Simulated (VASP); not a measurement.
Sb:

```xyz
2
Lattice="2.1397 1.2354 3.7328 -2.1397 1.2354 3.7328 0.0000 -2.4708 3.7328" Properties=species:S:1:pos:R:3 pbc="T T T"
Sb    0.0000    0.0000    8.5836
Sb    0.0000    0.0000    2.6147
```

Base run:

* Program: VASP 6.6.1
* Functional: r2SCAN
* Potentials or basis: VASP PAW PBE potentials, release 64 (Sb)
* Cutoff: 520 eV
* k mesh: 8 × 8 × 8
* Occupations: fermi-dirac, width 0.05 eV
* Spin: no spin polarisation

Its results: band gap on the k mesh zero (band 5 reaches 7.68 eV, above the bottom of band 6 at 7.45 eV); pressure 3.1 GPa; largest force 0.162 eV/Å.

Question: The run is repeated on the same cell with these changes: functional from r2SCAN to RPBE; dispersion from none to D4. What comes out?

Answer: Band gap on the k mesh zero (band 5 reaches 7.76 eV, above the bottom of band 6 at 7.47 eV); pressure -0.1 GPa; largest force 0.376 eV/Å.

Several settings changed at once, so the effect can't be laid on one alone.

Caveats: the PAW data sets were made with another functional, which shifts forces and pressure a little; spin-orbit coupling is left out, which moves the levels of the heavy elements; pairwise dispersion overbinds metals, which lowers pressure and volume (some runs).
